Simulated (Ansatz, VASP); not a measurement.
## AgCl: VASP beside Ansatz

```
CELL_PARAMETERS angstrom
0.00000 2.68996 2.77315
2.68996 0.00000 2.77315
2.68996 2.68996 0.00000
ATOMIC_POSITIONS crystal
Ag 0.50000 0.50000 0.50000
Cl 0.00000 0.00000 0.00000
```

Change from the starting cell: equal xx and yy strain of -3 %, crystal datasets.

Alike in both runs: task electric field gradients; functional LDA; k mesh 8 × 8 × 8; occupations fermi-dirac, width 0.02 eV; no spin polarisation.

|  | VASP | Ansatz |
| --- | --- | --- |
| version | VASP 6.6.1 | Ansatz 0.2.0 |
| potentials or method | VASP PAW LDA potentials, release 64 (Ag, Cl), cutoff 520 eV | all-electron PAW with datasets made for the crystal, scalar-relativistic |

Ansatz gave:

- pressure (GPa): -2.7
- traceless stress, the component that is largest in VASP (GPa): -0.51
- size of Vzz on the site where it differs most (V/Å²): 15.5

Q: Which values does VASP return?

A: Pressure (GPa): -2.7; traceless stress, the component that is largest in VASP (GPa): -0.52; size of Vzz on the site where it differs most (V/Å²): 20.1.

LDA's correlation is that of Perdew and Zunger in VASP and of Perdew and Wang (1992) in Ansatz. Ansatz ran all-electron here, and VASP with PAW potentials.
